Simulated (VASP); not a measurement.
# Au (Pm-3m) in VASP: settings compared

The runs below take Au through relaxation of cell and atoms, single point, with PBE+D3(BJ), LDA, BLYP, PBEsol-based global hybrid, PBE0.

All numbers are computed with VASP 6.6.1; they aren't measurements. Logs are shortened: lines on timing, memory, paths and dates and some standing lists are left out, and cuts for length are marked.

### Step 1. The cell of the first run

The structure is cubic, space group Pm-3m (No. 221). The conventional cell has a = 2.748 Å, b = 2.748 Å, c = 2.748 Å, α = 90.00°, β = 90.00°, γ = 90.00°. Au (site symmetry m-3m) has 6 Au at 2.75 Å within 3.6 Å.

### Step 2. Relaxation of cell and atoms, PBE+D3(BJ)

INCAR

```
SYSTEM = Au
PREC = Accurate ; ENCUT = 600
EDIFF = 1E-7 ; ISMEAR = -1
SIGMA = 0.05 ; LREAL = .False.
LASPH = .True. ; NELM = 80
ALGO = Normal ; ISIF = 3
LWAVE = .False. ; LCHARG = .False.
GGA = PE ; IVDW = 12
IBRION = 2 ; NSW = 60
EDIFFG = -0.01
```

KPOINTS

```
regular mesh
0
Gamma
  10 10 10
  0 0 0
```

POSCAR

```
Au
1.0
    2.7484100000      0.0000000000      0.0000000000
    0.0000000000      2.7484100000      0.0000000000
    0.0000000000      0.0000000000      2.7484100000
Au
1
Direct
    0.5000000000      0.5000000000      0.5000000000
```

Potentials or basis: VASP PAW PBE potentials, release 64 (Au).

Command:

```
cat potpaw_PBE.64/Au/POTCAR > POTCAR
mpirun -np 1 vasp_std > vasp.out
```

OUTCAR:

```text
SYSTEM = Au
   PREC = Accurate
   ENCUT = 600
   EDIFF = 1E-7
   ISMEAR = -1
   LREAL = .False.
   LASPH = .True.
   NELM = 80
   ISIF = 3
   GGA = PE
   IVDW = 12
   IBRION = 2
   NSW = 60
   EDIFFG = -0.01
 IVDW          = 12

 ion  position               nearest neighbor table
   1  0.500  0.500  0.500-

  LATTYP: Found a simple cubic cell.
 ALAT       =     2.7484100000

  Lattice vectors:

 A1 = (   2.7484100000,   0.0000000000,   0.0000000000)
 A2 = (   0.0000000000,   2.7484100000,   0.0000000000)
 A3 = (   0.0000000000,   0.0000000000,   2.7484100000)

Analysis of symmetry for initial positions (statically):
=====================================================================
 Subroutine PRICEL returns:
 Original cell was already a primitive cell.

 Routine SETGRP: Setting up the symmetry group for a
 simple cubic supercell.

 Subroutine GETGRP returns: Found 48 space group operations
[... 9 lines left out ...]

 Routine SETGRP: Setting up the symmetry group for a
 simple cubic supercell.

 Subroutine GETGRP returns: Found 48 space group operations
[... 11 lines left out ...]
                                     Primitive cell

  volume of cell :      20.7608

  direct lattice vectors                    reciprocal lattice vectors
     2.748410000  0.000000000  0.000000000     0.363846733  0.000000000  0.000000000
     0.000000000  2.748410000  0.000000000     0.000000000  0.363846733  0.000000000
     0.000000000  0.000000000  2.748410000     0.000000000  0.000000000  0.363846733

  length of vectors
     2.748410000  2.748410000  2.748410000     0.363846733  0.363846733  0.363846733

  position of ions in fractional coordinates (direct lattice)
     0.500000000  0.500000000  0.500000000

  ion indices of the primitive-cell ions
   primitive index   ion index
                 1           1

----------------------------------------------------------------------------------------

 KPOINTS: regular mesh

Automatic generation of k-mesh.
 Grid dimensions read from file:
 generate k-points for:   10   10   10

 Generating k-lattice:

  Cartesian coordinates                     Fractional coordinates (reciprocal lattice)
     0.036384673  0.000000000  0.000000000     0.100000000  0.000000000  0.000000000
     0.000000000  0.036384673  0.000000000     0.000000000  0.100000000  0.000000000
     0.000000000  0.000000000  0.036384673     0.000000000  0.000000000  0.100000000

  Length of vectors
     0.036384673  0.036384673  0.036384673

[... 40 lines left out ...]
   ions per type =               1
   NGX,Y,Z   is equivalent  to a cutoff of  14.52, 14.52, 14.52 a.u.
   NGXF,Y,Z  is equivalent  to a cutoff of  29.03, 29.03, 29.03 a.u.
 SYSTEM =  Au
   PREC   = accura    normal or accurate (medium, high low for compatibility)
   ISTART =      0    job   : 0-new  1-cont  2-samecut
   ICHARG =      2    charge: 1-file 2-atom 10-const
   ISPIN  =      1    spin polarized calculation?
   LNONCOLLINEAR =      F non collinear calculations
   LSORBIT =      F    spin-orbit coupling
   LASPH  =      T    aspherical Exc in radial PAW
   ENCUT  =  600.0 eV  44.10 Ry    6.64 a.u.   5.49  5.49  5.49*2*pi/ulx,y,z
   NELM   =     80;   NELMIN=  2; NELMDL= -5     # of ELM steps
   EDIFF  = 0.1E-06   stopping-criterion for ELM
   LREAL  =      F    real-space projection
   EDIFFG = -.1E-01   stopping-criterion for IOM
   NSW    =     60    number of steps for IOM
   IBRION =      2    ionic relax: 0-MD 1-quasi-New 2-CG
   NFREE  =      1    steps in history (QN), initial steepest desc. (CG)
   ISIF   =      3    stress and relaxation
   ISYM   =      2    0-nonsym 1-usesym 2-fastsym
   POTIM  = 0.5000    time-step for ionic-motion
   TEBEG  =    0.0;   TEEND  =   0.0 temperature during run
   PSTRESS=    0.0 pullay stress
   NELECT =      11.0000    total number of electrons
   NUPDOWN=      -1.0000    fix difference up-down
   EMIN   =  10.00;   EMAX   =-10.00  energy-range for DOS
   EFERMI =   0.00;   METHOD = LEGACY
   ISMEAR =    -1;   SIGMA  =   0.05  broadening in eV -4-tet -1-fermi 0-gaus
   EFERMI_NEDOS =   21; number of points for ismear=-14 and -15
   IALGO  =     38    algorithm
   IMIX   =      4    mixing-type and parameters
     AMIX     =   0.40;   BMIX     =  1.00
     AMIX_MAG =   1.60;   BMIX_MAG =  1.00
  volume/ion in A,a.u.               =      20.76       140.10
  Fermi-wavevector in a.u.,A,eV,Ry     =   1.324720  2.503358 23.876646  1.754884
  Thomas-Fermi vector in A             =   2.454234
   LORBIT       =      0    0 simple, 1 ext, 2 COOP (PROOUT), +10 PAW based schemes
   GGA     = PE    functional components
   LHFCALC =     F    Hartree Fock is set to
   AEXX    =    0.0000 exact exchange contribution
   IVDW    =    12    specifies the selected vdW correction
   LEPSILON=     F    determine dielectric tensor
   LRPA    =     F    only Hartree local field effects (RPA)
 conjugate gradient relaxation of ions
 non-spin polarized calculation
  energy-cutoff  :      600.00
  volume of cell :       20.76
 maximum number of plane-waves:       739
 NGX is ok and might be reduce to    24
   NGX = 11   NGY = 11   NGZ = 11

--------------------------------------- Ionic step        1  -------------------------------------------

 number of electron      11.0000001 magnetization

 Free energy of the ion-electron system (eV)
  ---------------------------------------------------
  ext. energy  EPLUGINS =         0.00000000
  ---------------------------------------------------
  free energy    TOTEN  =        -3.01315679 eV

  energy without entropy =       -3.00984591  energy(sigma->0) =       -3.01150135

------------------------ aborting loop because EDIFF is reached ----------------------------------------

 Edisp (eV)   -0.55037

 E8    (eV) :    -0.2494
[... 69 lines left out ...]
--------------------------------------- Ionic step        3  -------------------------------------------

 number of electron      11.0000002 magnetization

 Free energy of the ion-electron system (eV)
  ---------------------------------------------------
  ext. energy  EPLUGINS =         0.00000000
  ---------------------------------------------------
  free energy    TOTEN  =        -3.00206650 eV

  energy without entropy =       -2.99830006  energy(sigma->0) =       -3.00018328

 E-fermi :   6.7756     XC(G=0): -11.6431

 val. band max:        6.6697533872   @ k =   0.4000   0.3000   0.0000
 cond. band min:       6.8190361588   @ k =   0.5000   0.1000   0.0000
 fundamental gap:      0.1492827717
 Fermi energy:         6.7756298558

 k-point     1 :       0.0000    0.0000    0.0000
  band No.  band energies     occupation
      1      -1.2821      2.00000
      2       0.9209      2.00000
      3       0.9210      2.00000
      4       5.3530      2.00000
      5       5.3530      2.00000
      6       5.3530      2.00000
      7      20.8397      0.00000
      8      20.8397      0.00000
      9      20.8397      0.00000
[... 265 lines left out ...]
 k-point    24 :       0.3000    0.1000    0.1000
  band No.  band energies     occupation
      1       0.7372      2.00000
      2       1.5078      2.00000
      3       2.9646      2.00000
      4       4.1059      2.00000
      5       4.4226      2.00000
      6       5.1293      2.00000
      7      13.8209      0.00000
      8      21.5679      0.00000
      9      22.2531      0.00000

 [... further k-points ...]

------------------------ aborting loop because EDIFF is reached ----------------------------------------

 Edisp (eV)   -0.57191

 E8    (eV) :    -0.2590
[... 24 lines left out ...]
  FREE ENERGIE OF THE ION-ELECTRON SYSTEM (eV)
  ---------------------------------------------------
  free  energy   TOTEN  =        -3.5739760586 eV

  energy  without entropy=       -3.5702096115  energy(sigma->0) =       -3.57209284

 reached required accuracy - stopping structural energy minimisation
```

Wall time 17 s (1 thread of Intel Xeon 6975P-C, shared host); peak memory 0.16 GiB.

What came out:

* Free energy: -3.5740 eV
* Relaxed volume: 19.98 Å³/atom
* Relaxed cell: a = 2.714 Å, b = 2.714 Å, c = 2.714 Å, α = 90.00°, β = 90.00°, γ = 90.00°
* Space group after relaxing (to 0.05 Å): Pm-3m (No. 221)
* Energy gained by relaxing: 10.4 meV/atom
* Ionic steps: 3
* Pressure after relaxing: 0.0 GPa
* Dispersion energy per atom: -0.572 eV

The path:
| step | energy change (eV) | largest force (eV/Å) | pressure (GPa) | volume (Å³) |
| --- | --- | --- | --- | --- |
| 1 | 0.0000 | 0.0000 | -4.12 | 20.76 |
| 2 | 0.0013 | 0.0000 | 5.01 | 19.20 |
| 3 | -0.0104 | 0.0000 | -0.01 | 19.98 |

Final structure:
```cif
data_structure
_symmetry_space_group_name_H-M 'P 1'
_symmetry_Int_Tables_number 1
_cell_length_a 2.7135
_cell_length_b 2.7135
_cell_length_c 2.7135
_cell_angle_alpha 90.000
_cell_angle_beta 90.000
_cell_angle_gamma 90.000
_cell_volume 19.98
loop_
_atom_site_label
_atom_site_type_symbol
_atom_site_fract_x
_atom_site_fract_y
_atom_site_fract_z
_atom_site_occupancy
Au1 Au 0.50000 0.50000 0.50000 1
```

Caveat: spin-orbit coupling is left out, which moves the levels of the heavy elements; pairwise dispersion overbinds metals, which lowers pressure and volume.

### Step 3. Single point, LDA

This run uses another cell than the first one, of 18.96 Å³/atom, 0.913 times its volume.

INCAR

```
SYSTEM = Au
ALGO = Normal
EDIFF = 1E-6
ENCUT = 500
GGA_COMPAT = .False.
ISIF = 2
ISMEAR = -1
LASPH = .True.
LCHARG = .False.
LREAL = .False.
LWAVE = .False.
NBANDS = 16
NELM = 120
PREC = Accurate
SIGMA = 0.05
```

KPOINTS

```
k-points
0
Gamma
  10 10 10
  0 0 0
```

POSCAR

```
Au
1.0
    2.6663410690      0.0000000000      0.0000000000
    0.0000000000      2.6663410690      0.0000000000
    0.0000000000      0.0000000000      2.6663410690
Au
1
Direct
    0.5000000000      0.5000000000      0.5000000000
```

Potentials or basis: VASP PAW LDA potentials, release 64 (Au_sv_GW).

Command:

```
cat potpaw_LDA.64/Au_sv_GW/POTCAR > POTCAR
mpirun -np 1 vasp_std > vasp.out
```

Wall time 12 s (1 thread of Intel Xeon Platinum 8375C at 2.90GHz (Ice Lake), shared host); peak memory 0.13 GiB.

The run converged. Its results:

```yaml
Free_energy: -3.4985 eV
Pressure: -0.8 GPa
```

Levels at points of the mesh, in eV from the Fermi level:
```tsv
k point	band 6	band 7	band 8	band 9	band 10	band 11	band 12	band 13
(0.00, 0.00, 0.00)	-6.27	-6.27	-1.39	-1.39	-1.39	14.32	14.32	14.32
(0.50, 0.00, 0.00)	-5.82	-3.08	-3.08	-1.22	-0.83	2.49	16.41	18.89
(0.50, 0.50, 0.00)	-5.40	-2.78	-2.78	-0.09	3.81	3.81	7.30	12.04
(0.50, 0.50, 0.50)	-5.45	-5.45	0.02	0.02	8.84	8.84	8.84	10.00
```

Caveat: spin-orbit coupling is left out, which moves the levels of the heavy elements.

### Step 4. Relaxation of cell and atoms, BLYP

INCAR

```
PREC = Accurate ; ENCUT = 500
EDIFF = 1E-7 ; ISMEAR = -1
SIGMA = 0.05 ; LREAL = False
LASPH = True ; NELM = 120
ALGO = Normal ; ISIF = 3
LWAVE = False ; LCHARG = False
GGA = B5 ; ALDAX = 1.0
AGGAX = 1.0 ; AGGAC = 1.0
ALDAC = 0.0 ; IBRION = 2
NSW = 60 ; EDIFFG = -0.01
GGA_COMPAT = False ; NELMIN = 4
```

KPOINTS

```
Automatic mesh
0
Gamma
  10 10 10
```

POSCAR

```
Au
1.0
    2.7484100000      0.0000000000      0.0000000000
    0.0000000000      2.7484100000      0.0000000000
    0.0000000000      0.0000000000      2.7484100000
Au
1
Direct
    0.5000000000      0.5000000000      0.5000000000
```

Potentials or basis: VASP PAW PBE potentials, release 64 (Au_sv_GW).

Command:

```
cat potpaw_PBE.64/Au_sv_GW/POTCAR > POTCAR
mpirun -np 1 vasp_std > vasp.out
```

OUTCAR:

```text
PREC = Accurate
   ENCUT = 500
   EDIFF = 1E-7
   ISMEAR = -1
   LREAL = False
   LASPH = True
   NELM = 120
   ISIF = 3
   GGA = B5
   IBRION = 2
   NSW = 60
   EDIFFG = -0.01
   NELMIN = 4

 ion  position               nearest neighbor table
   1  0.500  0.500  0.500-

  LATTYP: Found a simple cubic cell.
 ALAT       =     2.7484100000

  Lattice vectors:

 A1 = (   2.7484100000,   0.0000000000,   0.0000000000)
 A2 = (   0.0000000000,   2.7484100000,   0.0000000000)
 A3 = (   0.0000000000,   0.0000000000,   2.7484100000)

Analysis of symmetry for initial positions (statically):
=====================================================================
 Subroutine PRICEL returns:
 Original cell was already a primitive cell.

 Routine SETGRP: Setting up the symmetry group for a
 simple cubic supercell.

 Subroutine GETGRP returns: Found 48 space group operations
[... 9 lines left out ...]

 Routine SETGRP: Setting up the symmetry group for a
 simple cubic supercell.

 Subroutine GETGRP returns: Found 48 space group operations
[... 11 lines left out ...]
                                     Primitive cell

  volume of cell :      20.7608

  direct lattice vectors                    reciprocal lattice vectors
     2.748410000  0.000000000  0.000000000     0.363846733  0.000000000  0.000000000
     0.000000000  2.748410000  0.000000000     0.000000000  0.363846733  0.000000000
     0.000000000  0.000000000  2.748410000     0.000000000  0.000000000  0.363846733

  length of vectors
     2.748410000  2.748410000  2.748410000     0.363846733  0.363846733  0.363846733

  position of ions in fractional coordinates (direct lattice)
     0.500000000  0.500000000  0.500000000

  ion indices of the primitive-cell ions
   primitive index   ion index
                 1           1

----------------------------------------------------------------------------------------

 KPOINTS: Automatic mesh

Automatic generation of k-mesh.
 Grid dimensions read from file:
[... 104 lines left out ...]

 number of electron      18.9999997 magnetization

 Free energy of the ion-electron system (eV)
  ---------------------------------------------------
  ext. energy  EPLUGINS =         0.00000000
  ---------------------------------------------------
  free energy    TOTEN  =        -1.84944543 eV

  energy without entropy =       -1.84624235  energy(sigma->0) =       -1.84784389

------------------------ aborting loop because EDIFF is reached ----------------------------------------

  FORCE on cell =-STRESS in cart. coord.  units (eV):
  Direction    XX          YY          ZZ          XY          YZ          ZX
  --------------------------------------------------------------------------------------
  -------------------------------------------------------------------------------------
  Total        0.8629398      0.8629398      0.8629398      0.0000000      0.0000000     -0.0000000
  in kB       66.5957528     66.5957528     66.5957528      0.0000000      0.0000000     -0.0000000
  external PRESSURE =      66.5957528 kB  Pullay stress =       0.0000000 kB
[... 92 lines left out ...]
--------------------------------------- Ionic step        4  -------------------------------------------

 number of electron      19.0000019 magnetization

 Free energy of the ion-electron system (eV)
  ---------------------------------------------------
  ext. energy  EPLUGINS =         0.00000000
  ---------------------------------------------------
  free energy    TOTEN  =        -1.87329311 eV

  energy without entropy =       -1.86946509  energy(sigma->0) =       -1.87137910

 E-fermi :   5.6006     XC(G=0): -10.9632

 val. band max:        5.5804464848   @ k =   0.5000   0.0000   0.0000
 cond. band min:       5.6280525847   @ k =   0.4000   0.2000   0.2000
 fundamental gap:      0.0476060998
 Fermi energy:         5.6006199658

 k-point     1 :       0.0000    0.0000    0.0000
  band No.  band energies     occupation
      1     -98.7232      2.00000
      2     -50.2532      2.00000
      3     -50.2532      2.00000
      4     -50.2532      2.00000
      5      -1.6499      2.00000
      6       0.2910      2.00000
      7       0.2910      2.00000
      8       4.0612      2.00000
      9       4.0612      2.00000
     10       4.0612      2.00000
     11      19.0988      0.00000
     12      19.0988      0.00000
     13      19.0988      0.00000
[... 354 lines left out ...]
  band No.  band energies     occupation
      1     -98.7176      2.00000
      2     -50.3604      2.00000
      3     -50.2599      2.00000
      4     -50.2589      2.00000
      5       0.1626      2.00000
      6       0.7918      2.00000
      7       2.1567      2.00000
      8       3.0208      2.00000
      9       3.3131      2.00000
     10       3.8768      2.00000
     11      12.3419      0.00000
     12      19.8015      0.00000
     13      20.4045      0.00000

 [... further k-points ...]

------------------------ aborting loop because EDIFF is reached ----------------------------------------

  FORCE on cell =-STRESS in cart. coord.  units (eV):
  Direction    XX          YY          ZZ          XY          YZ          ZX
  --------------------------------------------------------------------------------------
  -------------------------------------------------------------------------------------
  Total        0.0029338      0.0029338      0.0029338     -0.0000000     -0.0000000      0.0000000
  in kB        0.2139176      0.2139176      0.2139176     -0.0000000     -0.0000000      0.0000000
  external PRESSURE =       0.2139176 kB  Pullay stress =       0.0000000 kB
[... 16 lines left out ...]
  FREE ENERGIE OF THE ION-ELECTRON SYSTEM (eV)
  ---------------------------------------------------
  free  energy   TOTEN  =        -1.8732931126 eV

  energy  without entropy=       -1.8694650909  energy(sigma->0) =       -1.87137910

 reached required accuracy - stopping structural energy minimisation
```

CONTCAR:

```text
Au
   1.00000000000000
     2.8008913118416521    0.0000000000000000   -0.0000000000000000
     0.0000000000000000    2.8008913118416521    0.0000000000000000
    -0.0000000000000000    0.0000000000000000    2.8008913118416521
  Au
     1
Direct
     0.5000000000000000    0.5000000000000000    0.5000000000000000

  0.00000000E+00  0.00000000E+00  0.00000000E+00
```

Wall time 67 s (1 thread of AMD EPYC 7R13 (Zen 3), shared host); peak memory 0.11 GiB.

Results:

| Quantity | Value |
| --- | --- |
| Free energy | -1.8733 eV |
| Relaxed volume | 21.97 Å³/atom |
| Relaxed cell | a = 2.801 Å, b = 2.801 Å, c = 2.801 Å, α = 90.00°, β = 90.00°, γ = 90.00° |
| Space group after relaxing (to 0.05 Å) | Pm-3m (No. 221) |
| Energy gained by relaxing | 23.8 meV/atom |
| Ionic steps | 4 |
| Pressure after relaxing | 0.0 GPa |

The path:
| step | energy change (eV) | largest force (eV/Å) | pressure (GPa) | volume (Å³) |
| --- | --- | --- | --- | --- |
| 1 | 0.0000 | 0.0000 | 6.66 | 20.76 |
| 2 | 0.0029 | 0.0000 | -5.39 | 23.46 |
| 3 | -0.0238 | 0.0000 | -0.09 | 22.00 |
| 4 | -0.0238 | 0.0000 | 0.02 | 21.97 |

Final structure:
```
CELL_PARAMETERS angstrom
2.80089 0.00000 0.00000
0.00000 2.80089 0.00000
0.00000 0.00000 2.80089
ATOMIC_POSITIONS crystal
Au 0.50000 0.50000 0.50000
```

Levels at points of the mesh, in eV from the Fermi level:
| k point | band 7 | band 8 | band 9 | band 10 | band 11 | band 12 |
| --- | --- | --- | --- | --- | --- | --- |
| (0.00, 0.00, 0.00) | -5.31 | -1.54 | -1.54 | -1.54 | 13.50 | 13.50 |
| (0.50, 0.00, 0.00) | -2.82 | -2.82 | -1.42 | -0.02 | 1.74 | 16.39 |
| (0.50, 0.50, 0.00) | -2.60 | -2.60 | -0.49 | 3.92 | 3.92 | 5.76 |
| (0.50, 0.50, 0.50) | -4.62 | -0.41 | -0.41 | 8.13 | 8.13 | 8.13 |

Caveat: the PAW data sets were made with another functional, which shifts forces and pressure a little; spin-orbit coupling is left out, which moves the levels of the heavy elements.

(Continued in part 2 of 2.)
